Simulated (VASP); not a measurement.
# In (I4/mmm) in VASP: a series of runs

In is run at these levels: PBEsol; tasks: single point.

All numbers are computed with VASP 6.6.1; they aren't measurements. Logs are shortened: lines on timing, memory, paths and dates and some standing lists are left out, and cuts for length are marked.

### 1 The cell of the first run

Symmetry: I4/mmm, No. 139, tetragonal system. Conventional cell: a = 3.207 Å, b = 3.207 Å, c = 4.881 Å, α = 90.00°, β = 90.00°, γ = 90.00°. In (site symmetry 4/mmm) has 12 In at 3.21 to 3.33 Å within 4.2 Å.

### 2 Single point, PBEsol (volume scaled by 0.96)

Input file INCAR:

```
ALGO = Normal
EDIFF = 1E-7
ENCUT = 520
GGA = PS
ISIF = 2
ISMEAR = -1
LASPH = T
LCHARG = F
LREAL = F
LWAVE = F
NBANDS = 12
NELM = 60
PREC = Accurate
SIGMA = 0.05
```

Input file KPOINTS:

```
k-points
0
Gamma
  11 11 11
```

Input file POSCAR:

```
In
1.0
   -1.6035014962      1.6035014962      2.4402675233
    1.6035014962     -1.6035014962      2.4402675233
    1.6035014962      1.6035014962     -2.4402675233
In
1
Direct
    0.0000000000      0.0000000000      0.0000000000
```

Potentials or basis: VASP PAW PBE potentials, release 64 (In_d).

Launch:

```bash
cat potpaw_PBE.64/In_d/POTCAR > POTCAR
mpirun -np 1 vasp_std > vasp.out
```

OUTCAR:

```text
EDIFF = 1E-7
   ENCUT = 520
   GGA = PS
   ISIF = 2
   ISMEAR = -1
   LASPH = T
   LREAL = F
   NELM = 60
   PREC = Accurate

 ion  position               nearest neighbor table
   1  0.000  0.000  0.000-

  LATTYP: Found a body centered tetragonal cell.
 ALAT       =     3.2070029924
 C/A-ratio  =     1.5218367610

  Lattice vectors:

 A1 = (  -1.6035014962,   1.6035014962,   2.4402675233)
 A2 = (   1.6035014962,  -1.6035014962,   2.4402675233)
 A3 = (   1.6035014962,   1.6035014962,  -2.4402675233)

Analysis of symmetry for initial positions (statically):
=====================================================================
 Subroutine PRICEL returns:
 Original cell was already a primitive cell.

 Routine SETGRP: Setting up the symmetry group for a
 body centered tetragonal supercell.

 Subroutine GETGRP returns: Found 16 space group operations
 (whereof 16 operations were pure point group operations)
 out of a pool of 16 trial point group operations.

The static configuration has the point symmetry D_4h.

Analysis of symmetry for dynamics (positions and initial velocities):
=====================================================================
 Subroutine PRICEL returns:
 Original cell was already a primitive cell.

 Routine SETGRP: Setting up the symmetry group for a
 body centered tetragonal supercell.

 Subroutine GETGRP returns: Found 16 space group operations
 (whereof 16 operations were pure point group operations)
 out of a pool of 16 trial point group operations.

The dynamic configuration has the point symmetry D_4h.

 Subroutine INISYM returns: Found 16 space group operations
 (whereof 16 operations are pure point group operations),
 and found     1 'primitive' translations

----------------------------------------------------------------------------------------

                                     Primitive cell

  volume of cell :      25.0978

  direct lattice vectors                    reciprocal lattice vectors
    -1.603501496  1.603501496  2.440267523     0.000000000  0.311817607  0.204895568
     1.603501496 -1.603501496  2.440267523     0.311817607  0.000000000  0.204895568
     1.603501496  1.603501496 -2.440267523     0.311817607  0.311817607  0.000000000

  length of vectors
     3.331266978  3.331266978  3.331266978     0.373111798  0.373111798  0.440976689

  position of ions in fractional coordinates (direct lattice)
     0.000000000  0.000000000  0.000000000
[... 76 lines left out ...]
   EDIFF  = 0.1E-06   stopping-criterion for ELM
   LREAL  =      F    real-space projection
   EDIFFG = 0.1E-05   stopping-criterion for IOM
   NSW    =      0    number of steps for IOM
   IBRION =     -1    ionic relax: 0-MD 1-quasi-New 2-CG
   NFREE  =      0    steps in history (QN), initial steepest desc. (CG)
   ISIF   =      2    stress and relaxation
   ISYM   =      2    0-nonsym 1-usesym 2-fastsym
   POTIM  = 0.5000    time-step for ionic-motion
   TEBEG  =    0.0;   TEEND  =   0.0 temperature during run
   PSTRESS=    0.0 pullay stress
   NELECT =      13.0000    total number of electrons
   NUPDOWN=      -1.0000    fix difference up-down
   EMIN   =  10.00;   EMAX   =-10.00  energy-range for DOS
   EFERMI =   0.00;   METHOD = LEGACY
   ISMEAR =    -1;   SIGMA  =   0.05  broadening in eV -4-tet -1-fermi 0-gaus
   EFERMI_NEDOS =   21; number of points for ismear=-14 and -15
   IALGO  =     38    algorithm
   IMIX   =      4    mixing-type and parameters
     AMIX     =   0.40;   BMIX     =  1.00
     AMIX_MAG =   1.60;   BMIX_MAG =  1.00
  volume/ion in A,a.u.               =      25.10       169.37
  Fermi-wavevector in a.u.,A,eV,Ry     =   1.314752  2.484521 23.518667  1.728573
  Thomas-Fermi vector in A             =   2.444983
   LORBIT       =      0    0 simple, 1 ext, 2 COOP (PROOUT), +10 PAW based schemes
   GGA     = PS    functional components
   LHFCALC =     F    Hartree Fock is set to
   AEXX    =    0.0000 exact exchange contribution
   IVDW    =     0    specifies the selected vdW correction
   LEPSILON=     F    determine dielectric tensor
   LRPA    =     F    only Hartree local field effects (RPA)
 non-spin polarized calculation
  energy-cutoff  :      520.00
  volume of cell :       25.10
 maximum number of plane-waves:       689
 NGX is ok and might be reduce to    28
   NGX = 13   NGY = 13   NGZ = 13

 number of electron      12.9999999 magnetization

 Free energy of the ion-electron system (eV)
  ---------------------------------------------------
  ext. energy  EPLUGINS =         0.00000000
  ---------------------------------------------------
  free energy    TOTEN  =        -2.98256421 eV

  energy without entropy =       -2.97899071  energy(sigma->0) =       -2.98077746

 E-fermi :   7.8636     XC(G=0): -10.6045

 val. band max:        7.7902706883   @ k =  -0.4545   0.4545   0.2727
 cond. band min:       7.8886576590   @ k =  -0.4545  -0.4545   0.1818
 fundamental gap:      0.0983869706
 Fermi energy:         7.8636331172

 k-point     1 :       0.0000    0.0000    0.0000
  band No.  band energies     occupation
      1      -6.8349      2.00000
      2      -6.7159      2.00000
      3      -6.7159      2.00000
      4      -6.6227      2.00000
      5      -6.5070      2.00000
      6      -2.0231      2.00000
      7      18.7270      0.00000
      8      18.7270      0.00000
      9      18.9168      0.00000
     10      19.5076      0.00000
     11      22.1639      0.00000
     12      22.2664      0.00000
[... 331 lines left out ...]
 k-point    24 :      -0.1818    0.1818    0.0000
  band No.  band energies     occupation
      1      -6.7961      2.00000
      2      -6.6871      2.00000
      3      -6.6327      2.00000
      4      -6.6266      2.00000
      5      -6.5316      2.00000
      6      -0.9673      2.00000
      7      15.2241      0.00000
      8      15.4644      0.00000
      9      16.2787      0.00000
     10      17.3148      0.00000
     11      19.5574      0.00000
     12      24.6350      0.00000

 [... further k-points ...]
[... 5 lines left out ...]
  --------------------------------------------------------------------------------------
  -------------------------------------------------------------------------------------
  Total        0.1648017      0.1648017      0.0590847      0.0000000     -0.0000000      0.0000000
  in kB       10.5204926     10.5204926      3.7718063      0.0000000     -0.0000000      0.0000000
  external PRESSURE =       8.2709305 kB  Pullay stress =       0.0000000 kB

 VOLUME and BASIS-vectors are now :
 -----------------------------------------------------------------------------
  energy-cutoff  :      520.00
  volume of cell :       25.10
      direct lattice vectors                 reciprocal lattice vectors
    -1.603501496  1.603501496  2.440267523     0.000000000  0.311817607  0.204895568
     1.603501496 -1.603501496  2.440267523     0.311817607  0.000000000  0.204895568
     1.603501496  1.603501496 -2.440267523     0.311817607  0.311817607  0.000000000

 POSITION                                       TOTAL-FORCE (eV/Angst)
 -----------------------------------------------------------------------------------
      0.00000      0.00000      0.00000         0.000000     -0.000000     -0.000000
 -----------------------------------------------------------------------------------
    total drift:                               -0.000000     -0.000000     -0.000000

  FREE ENERGIE OF THE ION-ELECTRON SYSTEM (eV)
  ---------------------------------------------------
  free  energy   TOTEN  =        -2.9825642138 eV

  energy  without entropy=       -2.9789907106  energy(sigma->0) =       -2.98077746
```

OSZICAR:

```text
N       E                     dE             d eps       ncg     rms          rms(c)
DAV:   1     0.771009950730E+02    0.77101E+02   -0.62210E+03  3076   0.138E+03
DAV:   2     0.608011625764E+00   -0.76493E+02   -0.74582E+02  3136   0.288E+02
DAV:   3    -0.294686252870E+01   -0.35549E+01   -0.35458E+01  3596   0.632E+01
DAV:   4    -0.302626817689E+01   -0.79406E-01   -0.79378E-01  3884   0.930E+00
DAV:   5    -0.302943019586E+01   -0.31620E-02   -0.31619E-02  4200   0.161E+00    0.249E+00
DAV:   6    -0.299062419696E+01    0.38806E-01   -0.61832E-02  3848   0.523E+00    0.119E+00
DAV:   7    -0.298326952404E+01    0.73547E-02   -0.16249E-02  4076   0.247E+00    0.300E-01
DAV:   8    -0.298256112327E+01    0.70840E-03   -0.92405E-04  3912   0.524E-01    0.242E-02
DAV:   9    -0.298256350604E+01   -0.23828E-05   -0.12486E-05  4584   0.448E-02    0.161E-02
DAV:  10    -0.298256417774E+01   -0.67170E-06   -0.93410E-07  3776   0.121E-02    0.881E-04
DAV:  11    -0.298256421383E+01   -0.36087E-07   -0.24114E-08  2472   0.271E-03
   1 F= -.29825642E+01 E0= -.29807775E+01  d E =-.357350E-02
```

stdout:

```text
POSCAR found type information on POSCAR In
 POSCAR found :  1 types and       1 ions
 scaLAPACK will be used
 -----------------------------------------------------------------------------
|                                                                             |
|                                                                             |
|     You enforced a specific xc type in the INCAR file but a different       |
|     I HOPE YOU KNOW WHAT YOU ARE DOING!                                     |
|                                                                             |
 -----------------------------------------------------------------------------

 LDA part: xc-table for (Slater+PW92), standard interpolation
 POSCAR, INCAR and KPOINTS ok, starting setup
 FFT: planning ... GRIDC
 FFT: planning ... GRID_SOFT
 FFT: planning ... GRID
 WAVECAR not read
 entering main loop
```

Wall time 31 s (1 thread of Intel Xeon 6975P-C, shared host); peak memory 0.18 GiB.

What came out:

```
Free energy : -2.9826 eV
Pressure    : 0.8 GPa
```

Levels at points of the mesh, in eV from the Fermi level:
| k point | band 3 | band 4 | band 5 | band 6 | band 7 | band 8 | band 9 | band 10 |
| --- | --- | --- | --- | --- | --- | --- | --- | --- |
| (0.00, 0.00, 0.00) | -14.58 | -14.49 | -14.37 | -9.89 | 10.86 | 10.86 | 11.05 | 11.64 |

Caveat: the PAW data sets were made with another functional, which shifts forces and pressure a little; spin-orbit coupling is left out, which moves the levels of the heavy elements.

### 3 Single point, PBEsol (volume scaled by 1.04)

Input file INCAR:

```
SYSTEM = In
  PREC = Accurate
  ENCUT = 520
  EDIFF = 1E-7
  ISMEAR = -1
  SIGMA = 0.05
  LREAL = .FALSE.
  LASPH = .TRUE.
  NELM = 100
  ALGO = Fast
  ISIF = 2
  LWAVE = .FALSE.
  LCHARG = .FALSE.
  GGA = PS
  NBANDS = 12
```

Input file KPOINTS:

```
regular mesh
0
G
  11 11 11
  0 0 0
```

Input file POSCAR:

```
In
1.0
   -1.6468602161      1.6468602161      2.5062524172
    1.6468602161     -1.6468602161      2.5062524172
    1.6468602161      1.6468602161     -2.5062524172
In
1
Direct
    0.0000000000      0.0000000000      0.0000000000
```

Potentials or basis: VASP PAW PBE potentials, release 64 (In_d).

Launch:

```bash
cat potpaw_PBE.64/In_d/POTCAR > POTCAR
mpirun -np 1 vasp_std > vasp.out
```

It took 47 s on 1 thread of Intel Xeon 6975P-C, shared host; peak memory 0.18 GiB.

It converged, with:

| Item | Value |
| --- | --- |
| Free energy | -2.9719 eV |
| Pressure | -2.3 GPa |

Stress tensor (GPa, compression positive):
```
-2.30  0.00  0.00
 0.00 -2.30  0.00
 0.00  0.00 -2.43
```

Levels at points of the mesh, in eV from the Fermi level:
```
           k point  band 3  band 4  band 5  band 6  band 7  band 8  band 9  band 10
(0.00, 0.00, 0.00)  -14.49  -14.41  -14.32   -9.32   10.16   10.16   10.31    11.49
```

Caveat: the PAW data sets were made with another functional, which shifts forces and pressure a little; spin-orbit coupling is left out, which moves the levels of the heavy elements.
